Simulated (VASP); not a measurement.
Wanted: the native input for a VASP 6.6.1 run.

```yaml
Task: single point
Functional: PBE
Potentials_or_basis: VASP PAW PBE potentials, release 64 (Hf_pv, N)
Cutoff: 520 eV
k_mesh: 16 × 16 × 16
Occupations: gaussian, width 0.15 eV
Spin: no spin polarisation
Dipole_correction: no
Further_INCAR_settings: ALGO = Normal; EDIFF = 1e-06; NBANDS = 14
```

The structure of HfN lies in POSCAR:

```
HfN
1.0
    0.0000000000      2.1676269257      2.2738140414
    2.2738140414      0.0000000000      2.2738140414
    2.2738140414      2.1676269257      0.0000000000
Hf N
1 1
Direct
    0.0003347749     -0.0003347749      0.0003347749
    0.4957340399      0.5042659601      0.4957340399
```

This cell differs from its parent crystal: mode 5 frozen in at -0.019 Å, normal strain along y -0.0467.

These files were run (other wordings do the same):

INCAR

```
  PREC = Accurate
  ENCUT = 520
  EDIFF = 1E-6
  ISMEAR = 0
  SIGMA = 0.15
  LREAL = F
  LASPH = T
  NELM = 100
  ALGO = Normal
  ISIF = 2
  LWAVE = F
  LCHARG = T
  GGA = PE
  LELF = T
  LVHAR = T
  NBANDS = 14
```

KPOINTS

```
regular mesh
0
Gamma
  16 16 16
```

Potentials or basis: VASP PAW PBE potentials, release 64 (Hf_pv, N).

Command:

```sh
$ cat potpaw_PBE.64/Hf_pv/POTCAR potpaw_PBE.64/N/POTCAR > POTCAR
$ mpirun -np 1 vasp_std > vasp.out
```

Results of the run:

```json
{"Pressure": "13.2 GPa", "Largest force": "0.366 eV/Å"}
```

Caveat: the cell differs from its parent crystal (mode 5 frozen in at -0.019 Å, normal strain along y -0.0467).

It took 82 s on 1 thread of AMD EPYC 7R43 64-Core Processor (Zen 3) (shared host), peak memory 0.2 GiB.
